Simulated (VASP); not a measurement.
# BeTe (F-43m) in VASP: a series of runs

Runs on BeTe. Level: LDA. Tasks: single point.

All numbers are computed with VASP 6.6.1; they aren't measurements. Logs are shortened: lines on timing, memory, paths and dates and some standing lists are left out, and cuts for length are marked.

**1. The cell of the first run**

Symmetry: F-43m, No. 216, cubic system. Conventional cell: a = 5.408 Å, b = 5.408 Å, c = 5.408 Å, α = 90.00°, β = 90.00°, γ = 90.00°. Be (site symmetry -43m) has 4 Te at 2.34 Å within 3.1 Å. Te (site symmetry -43m) has 4 Be at 2.34 Å within 3.1 Å.

**2. Single point, LDA**

File INCAR:

```
ALGO = Normal
EDIFF = 1E-7
ENCUT = 520
GGA = CA
ISIF = 2
ISMEAR = 0
LASPH = T
LCHARG = F
LREAL = F
LWAVE = F
NBANDS = 11
NELM = 100
PREC = Accurate
SIGMA = 0.01
```

File KPOINTS:

```
k-points
0
Gamma
  8 8 8
```

File POSCAR:

```
BeTe
1.0
    0.0000000000      2.7040658515      2.7040658515
    2.7040658515      0.0000000000      2.7040658515
    2.7040658515      2.7040658515      0.0000000000
Be Te
1 1
Direct
    0.0000000000      0.0000000000      0.0000000000
    0.7500000000      0.7500000000      0.7500000000
```

Potentials or basis: VASP PAW LDA potentials, release 64 (Be, Te).

The run is started by

```
$ cat potpaw_LDA.64/Be/POTCAR potpaw_LDA.64/Te/POTCAR > POTCAR
$ mpirun -np 1 vasp_std > vasp.out
```

OUTCAR:

```text
EDIFF = 1E-7
   ENCUT = 520
   GGA = CA
   ISIF = 2
   ISMEAR = 0
   LASPH = T
   LREAL = F
   NELM = 100
   PREC = Accurate

 ion  position               nearest neighbor table
   1  0.000  0.000  0.000-   2 2.34   2 2.34   2 2.34   2 2.34
   2  0.750  0.750  0.750-   1 2.34   1 2.34   1 2.34   1 2.34

  LATTYP: Found a face centered cubic cell.
 ALAT       =     5.4081317030

  Lattice vectors:

 A1 = (   0.0000000000,   2.7040658515,   2.7040658515)
 A2 = (   2.7040658515,   0.0000000000,   2.7040658515)
 A3 = (   2.7040658515,   2.7040658515,   0.0000000000)

Analysis of symmetry for initial positions (statically):
=====================================================================
 Subroutine PRICEL returns:
 Original cell was already a primitive cell.

 Routine SETGRP: Setting up the symmetry group for a
 face centered cubic supercell.

 Subroutine GETGRP returns: Found 24 space group operations
 (whereof 24 operations were pure point group operations)
 out of a pool of 48 trial point group operations.

The static configuration has the point symmetry T_d .

Analysis of symmetry for dynamics (positions and initial velocities):
=====================================================================
 Subroutine PRICEL returns:
 Original cell was already a primitive cell.

 Routine SETGRP: Setting up the symmetry group for a
 face centered cubic supercell.

 Subroutine GETGRP returns: Found 24 space group operations
 (whereof 24 operations were pure point group operations)
 out of a pool of 48 trial point group operations.

The dynamic configuration has the point symmetry T_d .

 Subroutine INISYM returns: Found 24 space group operations
 (whereof 24 operations are pure point group operations),
 and found     1 'primitive' translations

----------------------------------------------------------------------------------------

                                     Primitive cell

  volume of cell :      39.5441

  direct lattice vectors                    reciprocal lattice vectors
     0.000000000  2.704065851  2.704065851    -0.184906740  0.184906740  0.184906740
     2.704065851  0.000000000  2.704065851     0.184906740 -0.184906740  0.184906740
     2.704065851  2.704065851  0.000000000     0.184906740  0.184906740 -0.184906740

  length of vectors
     3.824126601  3.824126601  3.824126601     0.320267867  0.320267867  0.320267867

  position of ions in fractional coordinates (direct lattice)
     0.000000000  0.000000000  0.000000000
     0.750000000  0.750000000  0.750000000

  ion indices of the primitive-cell ions
   primitive index   ion index
                 1           1
                 2           2

----------------------------------------------------------------------------------------

 KPOINTS: k-points

Automatic generation of k-mesh.
 Grid dimensions read from file:
 generate k-points for:    8    8    8

 Generating k-lattice:

  Cartesian coordinates                     Fractional coordinates (reciprocal lattice)
    -0.023113342  0.023113342  0.023113342     0.125000000  0.000000000  0.000000000
     0.023113342 -0.023113342  0.023113342     0.000000000  0.125000000  0.000000000
     0.023113342  0.023113342 -0.023113342     0.000000000  0.000000000  0.125000000

  Length of vectors
     0.040033483  0.040033483  0.040033483

  Shift w.r.t. Gamma in fractional coordinates (k-lattice)
     0.000000000  0.000000000  0.000000000

 Subroutine IBZKPT returns following result:
 ===========================================

 Found     29 irreducible k-points:

 Following reciprocal coordinates:
            Coordinates               Weight
  0.000000  0.000000  0.000000      1.000000
  0.125000  0.000000  0.000000      8.000000
  0.250000  0.000000  0.000000      8.000000
  0.375000  0.000000  0.000000      8.000000
  0.500000  0.000000  0.000000      4.000000
  0.125000  0.125000  0.000000      6.000000
[... 16 lines left out ...]
  0.500000  0.250000  0.125000     48.000000
 -0.375000  0.250000  0.125000     24.000000
 [... further k-points ...]
   k-points           NKPTS =     29   k-points in BZ     NKDIM =     29   number of bands    NBANDS=     11
   number of dos      NEDOS =    301   number of ions     NIONS =      2
   total plane-waves  NPLWV =  21952
   dimension x,y,z NGX =    28 NGY =   28 NGZ =   28
   dimension x,y,z NGXF=    56 NGYF=   56 NGZF=   56
   ions per type =               1   1
   NGX,Y,Z   is equivalent  to a cutoff of  12.17, 12.17, 12.17 a.u.
   NGXF,Y,Z  is equivalent  to a cutoff of  24.34, 24.34, 24.34 a.u.
 SYSTEM =  unknown system
   PREC   = accura    normal or accurate (medium, high low for compatibility)
   ISTART =      0    job   : 0-new  1-cont  2-samecut
   ICHARG =      2    charge: 1-file 2-atom 10-const
   ISPIN  =      1    spin polarized calculation?
   LNONCOLLINEAR =      F non collinear calculations
   LSORBIT =      F    spin-orbit coupling
   LASPH  =      T    aspherical Exc in radial PAW
   ENCUT  =  520.0 eV  38.22 Ry    6.18 a.u.   7.11  7.11  7.11*2*pi/ulx,y,z
   NELM   =    100;   NELMIN=  2; NELMDL= -5     # of ELM steps
   EDIFF  = 0.1E-06   stopping-criterion for ELM
   LREAL  =      F    real-space projection
   EDIFFG = 0.1E-05   stopping-criterion for IOM
   NSW    =      0    number of steps for IOM
   IBRION =     -1    ionic relax: 0-MD 1-quasi-New 2-CG
   NFREE  =      0    steps in history (QN), initial steepest desc. (CG)
   ISIF   =      2    stress and relaxation
   ISYM   =      2    0-nonsym 1-usesym 2-fastsym
   POTIM  = 0.5000    time-step for ionic-motion
   TEBEG  =    0.0;   TEEND  =   0.0 temperature during run
   PSTRESS=    0.0 pullay stress
   NELECT =       8.0000    total number of electrons
   NUPDOWN=      -1.0000    fix difference up-down
   EMIN   =  10.00;   EMAX   =-10.00  energy-range for DOS
   EFERMI =   0.00;   METHOD = LEGACY
   ISMEAR =     0;   SIGMA  =   0.01  broadening in eV -4-tet -1-fermi 0-gaus
   EFERMI_NEDOS =   21; number of points for ismear=-14 and -15
   IALGO  =     38    algorithm
   IMIX   =      4    mixing-type and parameters
     AMIX     =   0.40;   BMIX     =  1.00
     AMIX_MAG =   1.60;   BMIX_MAG =  1.00
  volume/ion in A,a.u.               =      19.77       133.43
  Fermi-wavevector in a.u.,A,eV,Ry     =   0.961046  1.816114 12.566472  0.923610
  Thomas-Fermi vector in A             =   2.090384
   LORBIT       =      0    0 simple, 1 ext, 2 COOP (PROOUT), +10 PAW based schemes
   GGA     = CA    functional components
   LHFCALC =     F    Hartree Fock is set to
   AEXX    =    0.0000 exact exchange contribution
   IVDW    =     0    specifies the selected vdW correction
   LEPSILON=     F    determine dielectric tensor
   LRPA    =     F    only Hartree local field effects (RPA)
 non-spin polarized calculation
 Gauss-broadening in eV      SIGMA  =   0.01
  energy-cutoff  :      520.00
  volume of cell :       39.54
 maximum number of plane-waves:      1090
   NGX = 15   NGY = 15   NGZ = 15

 number of electron       8.0000000 magnetization

 Free energy of the ion-electron system (eV)
  ---------------------------------------------------
  ext. energy  EPLUGINS =         0.00000000
  ---------------------------------------------------
  free energy    TOTEN  =        -8.66204131 eV

  energy without entropy =       -8.66204131  energy(sigma->0) =       -8.66204131

 E-fermi :   6.5052     XC(G=0):  -9.7481

 val. band max:        6.3995983725   @ k =   0.0000   0.0000   0.0000
 cond. band min:       7.9590026616   @ k =   0.5000   0.5000   0.0000
 fundamental gap:      1.5594042891
 Fermi energy:         6.5051621183

 k-point     1 :       0.0000    0.0000    0.0000
  band No.  band energies     occupation
      1      -6.7818      2.00000
      2       6.3996      2.00000
      3       6.3996      2.00000
      4       6.3996      2.00000
      5       9.8647      0.00000
      6       9.8647      0.00000
      7       9.8647      0.00000
      8      11.0565      0.00000
      9      14.7629      0.00000
     10      16.8878      0.00000
     11      16.8878      0.00000

 k-point     2 :       0.1250    0.0000    0.0000
  band No.  band energies     occupation
      1      -6.6079      2.00000
      2       4.9106      2.00000
      3       6.1049      2.00000
      4       6.1049      2.00000
      5      10.0461      0.00000
      6      10.2727      0.00000
      7      10.2727      0.00000
      8      12.2386      0.00000
      9      15.1474      0.00000
     10      15.7608      0.00000
     11      15.7608      0.00000

 k-point     3 :       0.2500    0.0000    0.0000
  band No.  band energies     occupation
      1      -6.1210      2.00000
      2       2.6352      2.00000
      3       5.5793      2.00000
      4       5.5793      2.00000
      5       9.9504      0.00000
      6      10.8544      0.00000
      7      10.8544      0.00000
      8      13.8927      0.00000
      9      15.4789      0.00000
     10      15.4789      0.00000
     11      15.5863      0.00000

 k-point     4 :       0.3750    0.0000    0.0000
  band No.  band energies     occupation
      1      -5.4776      2.00000
      2       0.8017      2.00000
      3       5.1871      2.00000
      4       5.1871      2.00000
      5       9.8397      0.00000
      6      10.9434      0.00000
      7      10.9434      0.00000
      8      14.0983      0.00000
      9      16.6773      0.00000
     10      16.6773      0.00000
     11      16.7211      0.00000
[... 239 lines left out ...]
 k-point    22 :       0.3750    0.2500    0.1250
  band No.  band energies     occupation
      1      -5.7135      2.00000
      2       2.4127      2.00000
      3       3.7245      2.00000
      4       4.9351      2.00000
      5       9.8666      0.00000
      6      11.6007      0.00000
      7      11.6476      0.00000
      8      12.9496      0.00000
      9      15.8329      0.00000
     10      17.2691      0.00000
     11      18.0585      0.00000

 k-point    23 :       0.5000    0.2500    0.1250
  band No.  band energies     occupation
      1      -5.1333      2.00000
      2       1.1487      2.00000
      3       3.1525      2.00000
      4       4.3815      2.00000
      5      10.3495      0.00000
      6      11.1636      0.00000
      7      12.4836      0.00000
      8      13.5998      0.00000
      9      16.4706      0.00000
     10      17.1691      0.00000
     11      19.0185      0.00000

 k-point    24 :      -0.3750    0.2500    0.1250
  band No.  band energies     occupation
      1      -4.8264      2.00000
      2       0.5364      2.00000
      3       3.0538      2.00000
      4       4.1093      2.00000
      5      10.4479      0.00000
      6      10.9173      0.00000
      7      13.3995      0.00000
      8      14.4616      0.00000
      9      15.0409      0.00000
     10      18.1701      0.00000
     11      18.6664      0.00000

 [... further k-points ...]
[... 5 lines left out ...]
  --------------------------------------------------------------------------------------
  -------------------------------------------------------------------------------------
  Total        1.5716845      1.5716845      1.5716845     -0.0000000      0.0000000      0.0000000
  in kB       63.6786956     63.6786956     63.6786956     -0.0000000      0.0000000      0.0000000
  external PRESSURE =      63.6786956 kB  Pullay stress =       0.0000000 kB

 VOLUME and BASIS-vectors are now :
 -----------------------------------------------------------------------------
  energy-cutoff  :      520.00
  volume of cell :       39.54
      direct lattice vectors                 reciprocal lattice vectors
     0.000000000  2.704065851  2.704065851    -0.184906740  0.184906740  0.184906740
     2.704065851  0.000000000  2.704065851     0.184906740 -0.184906740  0.184906740
     2.704065851  2.704065851  0.000000000     0.184906740  0.184906740 -0.184906740

 POSITION                                       TOTAL-FORCE (eV/Angst)
 -----------------------------------------------------------------------------------
      0.00000      0.00000      0.00000        -0.000000      0.000000      0.000000
      4.05610      4.05610      4.05610         0.000000     -0.000000     -0.000000
 -----------------------------------------------------------------------------------
    total drift:                               -0.000000     -0.000000     -0.000000

  FREE ENERGIE OF THE ION-ELECTRON SYSTEM (eV)
  ---------------------------------------------------
  free  energy   TOTEN  =        -8.6620413096 eV

  energy  without entropy=       -8.6620413096  energy(sigma->0) =       -8.66204131
```

Run time: 9.2 s. Hardware: 1 thread of AMD EPYC 9R45 (Zen 5), shared host; peak memory 0.11 GiB.

What came out:

```
Free energy            : -8.6620 eV
Pressure               : 6.4 GPa
Band gap on the k mesh : 1.56 eV, indirect (least direct gap 3.47 eV)
```

Caveat: spin-orbit coupling is left out, which moves the levels of the heavy elements.

**3. Single point, LDA**

This run uses another cell than the first one, of 21.42 Å³/atom, 1.083 times its volume.

File INCAR:

```
  PREC = Accurate
  ENCUT = 520
  EDIFF = 1E-7
  ISMEAR = 0
  SIGMA = 0.02
  LREAL = F
  LASPH = T
  NELM = 80
  ALGO = Normal
  ISIF = 2
  LWAVE = F
  LCHARG = F
  GGA = CA
  NBANDS = 11
```

File KPOINTS:

```
regular mesh
0
Gamma
  8 8 8
```

File POSCAR:

```
BeTe
1.0
    0.0000000000      2.7773063427      2.7773063427
    2.7773063427      0.0000000000      2.7773063427
    2.7773063427      2.7773063427      0.0000000000
Be Te
1 1
Direct
    0.0000000000      0.0000000000      0.0000000000
    0.7500000000      0.7500000000      0.7500000000
```

Potentials or basis: VASP PAW LDA potentials, release 64 (Be, Te).

The run is started by

```
$ cat potpaw_LDA.64/Be/POTCAR potpaw_LDA.64/Te/POTCAR > POTCAR
$ mpirun -np 1 vasp_std > vasp.out
```

It took 12 s on 1 thread of AMD EPYC 9R45 (Zen 5), shared host; peak memory 0.12 GiB.

The run converged. Its results:

```yaml
Free_energy: -8.7265 eV
Pressure: 0.3 GPa
Band_gap_on_the_k_mesh: 1.77 eV, indirect (least direct gap 3.55 eV)
```

Levels at points of the mesh, in eV from the valence-band top:
```
           k point  band 1  band 2  band 3  band 4  band 5  band 6  band 7  band 8  band 9
(0.00, 0.00, 0.00)  -12.60    0.00    0.00    0.00    3.55    3.55    3.55    4.03    8.24
(0.50, 0.00, 0.00)  -11.16   -5.80   -1.20   -1.20    3.17    4.54    4.54    7.63   10.93
(0.50, 0.50, 0.00)  -10.64   -5.30   -2.80   -2.80    1.77    2.59    9.86    9.86   11.61
```

Caveat: spin-orbit coupling is left out, which moves the levels of the heavy elements. A k mesh can miss the band edges.
